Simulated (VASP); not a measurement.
Here is a VASP 6.6.1 calculation.

Contents of INCAR:

```
SYSTEM = InSb
PREC = Accurate
ENCUT = 520
EDIFF = 1E-6
ISMEAR = -1
SIGMA = 0.08
LREAL = .FALSE.
LASPH = .TRUE.
NELM = 100
ALGO = Normal
ISIF = 2
LWAVE = .FALSE.
LCHARG = .TRUE.
GGA = PE
LELF = .TRUE.
LVHAR = .TRUE.
NBANDS = 26
```

KPOINTS

```
Automatic mesh
0
G
  6 6 11
  0 0 0
```

Contents of POSCAR:

```
InSb
1.0
    5.3570000000      0.0000000000      0.0000000000
    0.0000000000      5.7120000000      0.0000000000
    0.0000000000      0.0000000000      2.9711100000
In Sb
2 2
Direct
    0.0000000000      0.0000000000      0.0000000000
    0.5000000000      0.5000000000      0.0000000000
    0.5000000000      0.0000000000      0.8350000000
    0.0000000000      0.5000000000      0.1650000000
```

Potentials or basis: VASP PAW PBE potentials, release 64 (In_d, Sb).

Command:

```sh
$ cat potpaw_PBE.64/In_d/POTCAR potpaw_PBE.64/Sb/POTCAR > POTCAR
$ mpirun -np 1 vasp_std > vasp.out
```

(1) What does it give for the largest force?

(2) What does it give for the band gap on the k mesh?

(3) Predict the pressure.

Results:

(1) 0.687 eV/Å.

(2) zero (bands 18 and 19 overlap by 3.16 eV).

(3) 21.2 GPa.

Caveat: the cell differs from its parent crystal (zz strain of -3 %); the cell stands under pressure; spin-orbit coupling is left out, which moves the levels of the heavy elements.
